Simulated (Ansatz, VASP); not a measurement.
**TiAl3 in VASP and in Ansatz**

```
CELL_PARAMETERS angstrom
-1.84081 1.84081 4.57593
1.84081 -1.84081 4.57593
1.84081 1.84081 -4.57593
ATOMIC_POSITIONS crystal
Ti 0.00000 0.00000 0.00000
Al 0.50000 0.50000 0.00000
Al 0.75000 0.24012 0.49012
Al 0.25000 0.75988 0.50988
```

Change from the starting cell: mode 9 frozen in at -0.038 Å, strain +e along z and -e/2 along x and y +0.0700.

Alike in both runs: task single point; functional PBEsol; k mesh 14 × 14 × 14; occupations gaussian, width 0.15 eV; no spin polarisation.

```csv
,VASP,Ansatz
version,VASP 6.6.1,Ansatz 0.2.0
potentials or method,"VASP PAW PBE potentials, release 64 (Ti_sv, Al), cutoff 520 eV","scalar-relativistic, plane waves, PAW"
valence electrons in the cell,21,21
```

```tsv
	VASP	Ansatz	Ansatz less VASP
gap on the k mesh at the Fermi level (eV)	none	none	-
pressure (GPa)	2.1	2.0	-0.08
traceless stress, the component that is largest in VASP (GPa)	-14.23	-14.19	+0.038
rms of the force components (eV/Å)	0.233	0.231	-0.0013
```

VASP's potentials were made for PBE, not for PBEsol, and Ansatz warns of the same on its side. Atom by atom the forces differ by 0.001 eV/Å (rms over components). A gap of «none» marks a metal or a gap that the smearing closes.
